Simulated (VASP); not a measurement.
A run of VASP 6.6.1 is set up as follows.

File POSCAR:

```
CaO
1.0
    0.0000000000      2.4490000000      2.3755300000
    2.4490000000      0.0000000000      2.3755300000
    2.4490000000      2.4490000000      0.0000000000
Ca O
1 1
Direct
    0.0000000000      0.0000000000      0.0000000000
    0.5000000000      0.5000000000      0.5000000000
```

INCAR.step1

```
SYSTEM = CaO
  PREC = Accurate
  ENCUT = 520
  ISMEAR = 0
  SIGMA = 0.05
  LREAL = .False.
  LASPH = .True.
  NELM = 60
  NBANDS = 15
  GGA = PE
  ALGO = Normal
  EDIFF = 1E-4
  LWAVE = .True.
  LCHARG = .False.
```

File INCAR.step2:

```
SYSTEM = CaO
  PREC = Accurate
  ENCUT = 520
  EDIFF = 1E-7
  ISMEAR = 0
  SIGMA = 0.05
  LREAL = .False.
  LASPH = .True.
  NELM = 60
  ALGO = Normal
  ISIF = 2
  LWAVE = .False.
  LCHARG = .False.
  METAGGA = R2SCAN
  LMIXTAU = .True.
  NBANDS = 15
  ISTART = 1
```

File KPOINTS:

```
Automatic mesh
0
Gamma
  8 8 8
  0 0 0
```

Potentials or basis: VASP PAW PBE potentials, release 64 (Ca_sv, O).

Command:

```bash
$ cat potpaw_PBE.64/Ca_sv/POTCAR potpaw_PBE.64/O/POTCAR > POTCAR
$ cp INCAR.step1 INCAR
$ mpirun -np 1 vasp_std > vasp.out
$ cp INCAR.step2 INCAR
$ mpirun -np 1 vasp_std > vasp.out
```

Question: Predict the band gap on the k mesh.

Answer: 4.08 eV (least direct gap 4.56 eV).

Question: Estimate the pressure.

Answer: -2.5 GPa.

Stress tensor (GPa, compression positive):
```
-4.11  0.00  0.00
 0.00 -4.11  0.00
 0.00  0.00  0.83
```

Caveat: the cell differs from its parent crystal (strain +0.000 along x and y, -0.030 along z); the PAW data sets were made with another functional, which shifts forces and pressure a little. A k mesh can miss the band edges.
